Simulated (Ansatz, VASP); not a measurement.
TaN in VASP and in Ansatz

```
Ta N
1.0
     5.19100    0.00000    0.00000
    -2.59550    4.49554    0.00000
     0.00000    0.00000    2.90800
Ta N
3 3
Direct
  0.00000 0.00000 0.00000
  0.33333 0.66667 0.50000
  0.66667 0.33333 0.50000
  0.50000 0.00000 0.00000
  0.50000 0.50000 0.00000
  0.00000 0.50000 0.00000
```

Alike in both runs: task single point; functional r2SCAN; k mesh 4 × 4 × 6; no spin polarisation.

|  | VASP | Ansatz |
| --- | --- | --- |
| version | VASP 6.6.1 | Ansatz 0.2.0 |
| potentials or method | VASP PAW PBE potentials, release 64 (Ta_sv_GW, N), cutoff 770 eV | plane waves, PAW |
| occupations | fermi-dirac, width 0.1 eV | fermi-dirac |
| valence electrons in the cell | 54 | 54 |

|  | VASP | Ansatz | Ansatz less VASP |
| --- | --- | --- | --- |
| pressure (GPa) | 5.5 | 5.3 | -0.22 |
| traceless stress, the component that is largest in VASP (GPa) | -1.98 | -2.10 | -0.119 |

VASP's potentials were made for PBE, not for r2SCAN.

The k mesh is coarse, so the values compare programs but aren't converged. Spin-orbit coupling is off throughout.
